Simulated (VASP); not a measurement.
# Hg (Fd-3m) in VASP: further runs

Runs on Hg. Level: PBEsol. Tasks: single point.

Everything below comes from runs of VASP 6.6.1. Logs are shortened: lines on timing, memory, paths and dates and some standing lists are left out, and cuts for length are marked.

## 1. The cell of the first run

It takes space group Fd-3m (No. 227, cubic). The conventional cell has a = 6.354 Å, b = 6.354 Å, c = 6.354 Å, α = 90.00°, β = 90.00°, γ = 90.00°. Hg (site symmetry -43m) has 4 Hg at 2.75 Å within 3.6 Å.

## 2. Single point, PBEsol (volume scaled by 0.88)

INCAR

```
  PREC = Accurate
  ENCUT = 520
  EDIFF = 1E-7
  ISMEAR = -1
  SIGMA = 0.1
  LREAL = False
  LASPH = True
  NELM = 60
  ALGO = Normal
  ISIF = 2
  LWAVE = False
  LCHARG = False
  GGA = PS
  NBANDS = 19
```

KPOINTS

```
regular mesh
0
Gamma
  9 9 9
```

POSCAR

```
Hg
1.0
    0.0000000000      3.1772488357      3.1772488357
    3.1772488357      0.0000000000      3.1772488357
    3.1772488357      3.1772488357      0.0000000000
Hg
2
Direct
    0.1250000000      0.1250000000      0.1250000000
    0.8750000000      0.8750000000      0.8750000000
```

Potentials or basis: VASP PAW PBE potentials, release 64 (Hg).

The run is started by

```sh
> cat potpaw_PBE.64/Hg/POTCAR > POTCAR
> mpirun -np 1 vasp_std > vasp.out
```

OUTCAR:

```text
PREC = Accurate
   ENCUT = 520
   EDIFF = 1E-7
   ISMEAR = -1
   LREAL = False
   LASPH = True
   NELM = 60
   ISIF = 2
   GGA = PS

 ion  position               nearest neighbor table
   1  0.125  0.125  0.125-   2 2.75   2 2.75   2 2.75   2 2.75
   2  0.875  0.875  0.875-   1 2.75   1 2.75   1 2.75   1 2.75

  LATTYP: Found a face centered cubic cell.
 ALAT       =     6.3544976714

  Lattice vectors:

 A1 = (   0.0000000000,   3.1772488357,   3.1772488357)
 A2 = (   3.1772488357,   0.0000000000,   3.1772488357)
 A3 = (   3.1772488357,   3.1772488357,   0.0000000000)

Analysis of symmetry for initial positions (statically):
=====================================================================
 Subroutine PRICEL returns:
 Original cell was already a primitive cell.

 Routine SETGRP: Setting up the symmetry group for a
 face centered cubic supercell.

 Subroutine GETGRP returns: Found 48 space group operations
 (whereof 12 operations were pure point group operations)
 out of a pool of 48 trial point group operations.

The static configuration has the point symmetry D_3d.
 The point group associated with its full space group is O_h .

Analysis of symmetry for dynamics (positions and initial velocities):
=====================================================================
 Subroutine PRICEL returns:
 Original cell was already a primitive cell.

 Routine SETGRP: Setting up the symmetry group for a
 face centered cubic supercell.

 Subroutine GETGRP returns: Found 48 space group operations
 (whereof 12 operations were pure point group operations)
 out of a pool of 48 trial point group operations.

The dynamic configuration has the point symmetry D_3d.
 The point group associated with its full space group is O_h .

 Subroutine INISYM returns: Found 48 space group operations
 (whereof 12 operations are pure point group operations),
 and found     1 'primitive' translations

----------------------------------------------------------------------------------------

                                     Primitive cell

  volume of cell :      64.1481

  direct lattice vectors                    reciprocal lattice vectors
     0.000000000  3.177248836  3.177248836    -0.157368851  0.157368851  0.157368851
     3.177248836  0.000000000  3.177248836     0.157368851 -0.157368851  0.157368851
     3.177248836  3.177248836  0.000000000     0.157368851  0.157368851 -0.157368851

  length of vectors
     4.493308394  4.493308394  4.493308394     0.272570846  0.272570846  0.272570846

  position of ions in fractional coordinates (direct lattice)
     0.125000000  0.125000000  0.125000000
     0.875000000  0.875000000  0.875000000

  ion indices of the primitive-cell ions
   primitive index   ion index
                 1           1
                 2           2

----------------------------------------------------------------------------------------

 KPOINTS: regular mesh

Automatic generation of k-mesh.
 Grid dimensions read from file:
 generate k-points for:    9    9    9

 Generating k-lattice:

  Cartesian coordinates                     Fractional coordinates (reciprocal lattice)
    -0.017485428  0.017485428  0.017485428     0.111111111  0.000000000  0.000000000
     0.017485428 -0.017485428  0.017485428     0.000000000  0.111111111  0.000000000
     0.017485428  0.017485428 -0.017485428     0.000000000  0.000000000  0.111111111

  Length of vectors
     0.030285650  0.030285650  0.030285650

  Shift w.r.t. Gamma in fractional coordinates (k-lattice)
     0.000000000  0.000000000  0.000000000

 Subroutine IBZKPT returns following result:
 ===========================================

 Found     35 irreducible k-points:

 Following reciprocal coordinates:
            Coordinates               Weight
  0.000000  0.000000  0.000000      1.000000
  0.111111  0.000000  0.000000      8.000000
  0.222222  0.000000  0.000000      8.000000
  0.333333  0.000000  0.000000      8.000000
  0.444444  0.000000  0.000000      8.000000
  0.111111  0.111111  0.000000      6.000000
[... 16 lines left out ...]
 -0.333333  0.333333  0.000000     12.000000
  0.444444  0.444444  0.000000      6.000000
 [... further k-points ...]
   k-points           NKPTS =     35   k-points in BZ     NKDIM =     35   number of bands    NBANDS=     19
   number of dos      NEDOS =    301   number of ions     NIONS =      2
   total plane-waves  NPLWV =  46656
   dimension x,y,z NGX =    36 NGY =   36 NGZ =   36
   dimension x,y,z NGXF=    72 NGYF=   72 NGZF=   72
   ions per type =               2
   NGX,Y,Z   is equivalent  to a cutoff of  13.32, 13.32, 13.32 a.u.
   NGXF,Y,Z  is equivalent  to a cutoff of  26.64, 26.64, 26.64 a.u.
 SYSTEM =  unknown system
   PREC   = accura    normal or accurate (medium, high low for compatibility)
   ISTART =      0    job   : 0-new  1-cont  2-samecut
   ICHARG =      2    charge: 1-file 2-atom 10-const
   ISPIN  =      1    spin polarized calculation?
   LNONCOLLINEAR =      F non collinear calculations
   LSORBIT =      F    spin-orbit coupling
   LASPH  =      T    aspherical Exc in radial PAW
   ENCUT  =  520.0 eV  38.22 Ry    6.18 a.u.   8.35  8.35  8.35*2*pi/ulx,y,z
   NELM   =     60;   NELMIN=  2; NELMDL= -5     # of ELM steps
   EDIFF  = 0.1E-06   stopping-criterion for ELM
   LREAL  =      F    real-space projection
   EDIFFG = 0.1E-05   stopping-criterion for IOM
   NSW    =      0    number of steps for IOM
   IBRION =     -1    ionic relax: 0-MD 1-quasi-New 2-CG
   NFREE  =      0    steps in history (QN), initial steepest desc. (CG)
   ISIF   =      2    stress and relaxation
   ISYM   =      2    0-nonsym 1-usesym 2-fastsym
   POTIM  = 0.5000    time-step for ionic-motion
   TEBEG  =    0.0;   TEEND  =   0.0 temperature during run
   PSTRESS=    0.0 pullay stress
   NELECT =      24.0000    total number of electrons
   NUPDOWN=      -1.0000    fix difference up-down
   EMIN   =  10.00;   EMAX   =-10.00  energy-range for DOS
   EFERMI =   0.00;   METHOD = LEGACY
   ISMEAR =    -1;   SIGMA  =   0.10  broadening in eV -4-tet -1-fermi 0-gaus
   EFERMI_NEDOS =   21; number of points for ismear=-14 and -15
   IALGO  =     38    algorithm
   IMIX   =      4    mixing-type and parameters
     AMIX     =   0.40;   BMIX     =  1.00
     AMIX_MAG =   1.60;   BMIX_MAG =  1.00
  volume/ion in A,a.u.               =      32.07       216.45
  Fermi-wavevector in a.u.,A,eV,Ry     =   1.179643  2.229202 18.933298  1.391558
  Thomas-Fermi vector in A             =   2.315950
   LORBIT       =      0    0 simple, 1 ext, 2 COOP (PROOUT), +10 PAW based schemes
   GGA     = PS    functional components
   LHFCALC =     F    Hartree Fock is set to
   AEXX    =    0.0000 exact exchange contribution
   IVDW    =     0    specifies the selected vdW correction
   LEPSILON=     F    determine dielectric tensor
   LRPA    =     F    only Hartree local field effects (RPA)
 non-spin polarized calculation
  energy-cutoff  :      520.00
  volume of cell :       64.15
 maximum number of plane-waves:      1759
 NGX is ok and might be reduce to    36
   NGX = 17   NGY = 17   NGZ = 17

 number of electron      23.9999997 magnetization

 Free energy of the ion-electron system (eV)
  ---------------------------------------------------
  ext. energy  EPLUGINS =         0.00000000
  ---------------------------------------------------
  free energy    TOTEN  =        -0.60649423 eV

  energy without entropy =       -0.57027524  energy(sigma->0) =       -0.58838473

 E-fermi :   1.0578     XC(G=0):  -9.1499

 val. band max:        1.0324333247   @ k =  -0.3333   0.4444   0.2222
 cond. band min:       1.1513345923   @ k =  -0.2222   0.3333   0.1111
 fundamental gap:      0.1189012676
 Fermi energy:         1.0577571150

 k-point     1 :       0.0000    0.0000    0.0000
  band No.  band energies     occupation
      1      -7.1875      2.00000
      2      -6.9380      2.00000
      3      -6.9380      2.00000
      4      -6.9380      2.00000
      5      -6.8598      2.00000
      6      -6.8598      2.00000
[... 11 lines left out ...]
     18       7.9511      0.00000
     19       8.0478      0.00000

 k-point     2 :       0.1111    0.0000    0.0000
  band No.  band energies     occupation
      1      -7.0914      2.00000
      2      -7.0057      2.00000
      3      -7.0057      2.00000
      4      -6.9412      2.00000
      5      -6.7664      2.00000
      6      -6.7664      2.00000
[... 11 lines left out ...]
     18       8.4796      0.00000
     19       9.8359      0.00000

 k-point     3 :       0.2222    0.0000    0.0000
  band No.  band energies     occupation
      1      -7.0545      2.00000
      2      -7.0545      2.00000
      3      -6.9632      2.00000
      4      -6.8636      2.00000
      5      -6.6636      2.00000
      6      -6.6636      2.00000
[... 11 lines left out ...]
     18       9.3780      0.00000
     19       9.5908      0.00000

 k-point     4 :       0.3333    0.0000    0.0000
  band No.  band energies     occupation
      1      -7.0575      2.00000
      2      -7.0575      2.00000
      3      -6.9700      2.00000
      4      -6.7118      2.00000
      5      -6.6238      2.00000
      6      -6.6238      2.00000
[... 11 lines left out ...]
     18       9.0652      0.00000
     19      11.1407      0.00000

 k-point     5 :       0.4444    0.0000    0.0000
  band No.  band energies     occupation
      1      -7.0392      2.00000
      2      -7.0392      2.00000
      3      -6.9750      2.00000
      4      -6.6683      2.00000
      5      -6.6339      2.00000
      6      -6.6339      2.00000
[... 11 lines left out ...]
     18       8.9594      0.00000
     19      13.1011      0.00000
[... 334 lines left out ...]
      2      -7.0424      2.00000
      3      -7.0177      2.00000
      4      -6.7703      2.00000
      5      -6.2895      2.00000
      6      -6.1478      2.00000
[... 11 lines left out ...]
     18      12.8815      0.00000
     19      14.6530      0.00000

 k-point    22 :      -0.4444    0.3333    0.0000
  band No.  band energies     occupation
      1      -7.2230      2.00000
      2      -7.0727      2.00000
      3      -6.9580      2.00000
      4      -6.7242      2.00000
      5      -6.2146      2.00000
      6      -6.1780      2.00000
[... 11 lines left out ...]
     18      12.3489      0.00000
     19      13.2946      0.00000

 k-point    23 :      -0.3333    0.3333    0.0000
  band No.  band energies     occupation
      1      -7.2357      2.00000
      2      -7.1068      2.00000
      3      -6.8932      2.00000
      4      -6.6498      2.00000
      5      -6.3950      2.00000
      6      -6.1566      2.00000
[... 11 lines left out ...]
     18      11.5275      0.00000
     19      11.5361      0.00000

 k-point    24 :       0.4444    0.4444    0.0000
  band No.  band energies     occupation
      1      -7.0916      2.00000
      2      -7.0461      2.00000
      3      -7.0461      2.00000
      4      -6.9187      2.00000
      5      -6.1249      2.00000
      6      -6.0174      2.00000
[... 11 lines left out ...]
     18      14.3280      0.00000
     19      14.5125      0.00000

 [... further k-points ...]

------------------------ aborting loop because EDIFF is reached ----------------------------------------

  FORCE on cell =-STRESS in cart. coord.  units (eV):
  Direction    XX          YY          ZZ          XY          YZ          ZX
  --------------------------------------------------------------------------------------
  -------------------------------------------------------------------------------------
  Total        1.4330551      1.4330551      1.4330551      0.0000000      0.0000000     -0.0000000
  in kB       35.7923137     35.7923137     35.7923137      0.0000000      0.0000000     -0.0000000
  external PRESSURE =      35.7923137 kB  Pullay stress =       0.0000000 kB

 VOLUME and BASIS-vectors are now :
 -----------------------------------------------------------------------------
  energy-cutoff  :      520.00
  volume of cell :       64.15
      direct lattice vectors                 reciprocal lattice vectors
     0.000000000  3.177248836  3.177248836    -0.157368851  0.157368851  0.157368851
     3.177248836  0.000000000  3.177248836     0.157368851 -0.157368851  0.157368851
     3.177248836  3.177248836  0.000000000     0.157368851  0.157368851 -0.157368851

 POSITION                                       TOTAL-FORCE (eV/Angst)
 -----------------------------------------------------------------------------------
      0.79431      0.79431      0.79431        -0.000000     -0.000000     -0.000000
      5.56019      5.56019      5.56019         0.000000      0.000000      0.000000
 -----------------------------------------------------------------------------------
    total drift:                                0.000000      0.000000      0.000000

  FREE ENERGIE OF THE ION-ELECTRON SYSTEM (eV)
  ---------------------------------------------------
  free  energy   TOTEN  =        -0.6064942283 eV

  energy  without entropy=       -0.5702752361  energy(sigma->0) =       -0.58838473
```

Run time: 25 s. Hardware: 1 thread of Intel Xeon Platinum 8488C (Sapphire Rapids), shared host; peak memory 0.21 GiB.

What came out:

```yaml
Free_energy: -0.6065 eV
Pressure: 3.6 GPa
Band_gap_on_the_k_mesh: zero (band 12 reaches 5.19 eV, above the bottom of band 13 at 0.67 eV)
```

Levels at points of the mesh, in eV from the Fermi level:
| k point | band 9 | band 10 | band 11 | band 12 | band 13 | band 14 | band 15 | band 16 |
| --- | --- | --- | --- | --- | --- | --- | --- | --- |
| (0.00, 0.00, 0.00) | -6.60 | -6.11 | -6.11 | 4.13 | 5.59 | 5.59 | 5.59 | 6.89 |

Caveat: the PAW data sets were made with another functional, which shifts forces and pressure a little; spin-orbit coupling is left out, which moves the levels of the heavy elements.

## 3. Single point, PBEsol (volume scaled by 0.92)

INCAR

```
SYSTEM = Hg
  PREC = Accurate
  ENCUT = 520
  EDIFF = 1E-6
  ISMEAR = -1
  SIGMA = 0.1
  LREAL = .FALSE.
  LASPH = .TRUE.
  NELM = 60
  ALGO = Normal
  ISIF = 2
  LWAVE = .FALSE.
  LCHARG = .FALSE.
  GGA = PS
  NBANDS = 19
```

KPOINTS

```
Automatic mesh
0
G
  9 9 9
  0 0 0
```

POSCAR

```
Hg
1.0
    0.0000000000      3.2246774525      3.2246774525
    3.2246774525      0.0000000000      3.2246774525
    3.2246774525      3.2246774525      0.0000000000
Hg
2
Direct
    0.1250000000      0.1250000000      0.1250000000
    0.8750000000      0.8750000000      0.8750000000
```

Potentials or basis: VASP PAW PBE potentials, release 64 (Hg).

The run is started by

```sh
> cat potpaw_PBE.64/Hg/POTCAR > POTCAR
> mpirun -np 1 vasp_std > vasp.out
```

Wall time 28 s (1 thread of Intel Xeon Platinum 8488C (Sapphire Rapids), shared host); peak memory 0.21 GiB.

It converged, with:

* Free energy: -0.6586 eV
* Pressure: 2.1 GPa
* Band gap on the k mesh: zero (band 12 reaches 4.57 eV, above the bottom of band 13 at 0.52 eV)

Levels at points of the mesh, in eV from the Fermi level:
| k point | band 10 | band 11 | band 12 | band 13 | band 14 | band 15 |
| --- | --- | --- | --- | --- | --- | --- |
| (0.00, 0.00, 0.00) | -6.13 | -6.13 | 3.72 | 5.34 | 5.34 | 5.34 |

Caveat: the PAW data sets were made with another functional, which shifts forces and pressure a little; spin-orbit coupling is left out, which moves the levels of the heavy elements.

## 4. Single point, PBEsol (volume scaled by 1.04)

INCAR

```
  PREC = Accurate
  ENCUT = 520
  EDIFF = 1E-6
  ISMEAR = -1
  SIGMA = 0.1
  LREAL = F
  LASPH = T
  NELM = 100
  ALGO = Normal
  ISIF = 2
  LWAVE = F
  LCHARG = F
  GGA = PS
  NBANDS = 19
```

KPOINTS

```
Automatic mesh
0
Gamma
  9 9 9
```

POSCAR

```
Hg
1.0
    0.0000000000      3.3591916720      3.3591916720
    3.3591916720      0.0000000000      3.3591916720
    3.3591916720      3.3591916720      0.0000000000
Hg
2
Direct
    0.1250000000      0.1250000000      0.1250000000
    0.8750000000      0.8750000000      0.8750000000
```

The run is started by

```sh
> cat potpaw_PBE.64/Hg/POTCAR > POTCAR
> mpirun -np 1 vasp_std > vasp.out
```

Wall time 31 s (1 thread of Intel Xeon Platinum 8488C (Sapphire Rapids), shared host); peak memory 0.21 GiB.

It converged, with:

```
Free energy            : -0.6998 eV
Pressure               : -0.4 GPa
Band gap on the k mesh : zero (band 12 reaches 2.99 eV, above the bottom of band 13 at 0.17 eV)
```

Levels at points of the mesh, in eV from the Fermi level:
```tsv
k point	band 8	band 9	band 10	band 11	band 12	band 13	band 14	band 15	band 16	band 17
(0.00, 0.00, 0.00)	-6.53	-6.53	-6.23	-6.23	2.61	4.69	4.69	4.69	6.04	6.04
```

Caveat: the PAW data sets were made with another functional, which shifts forces and pressure a little; spin-orbit coupling is left out, which moves the levels of the heavy elements.

[end of part 1 of 2]
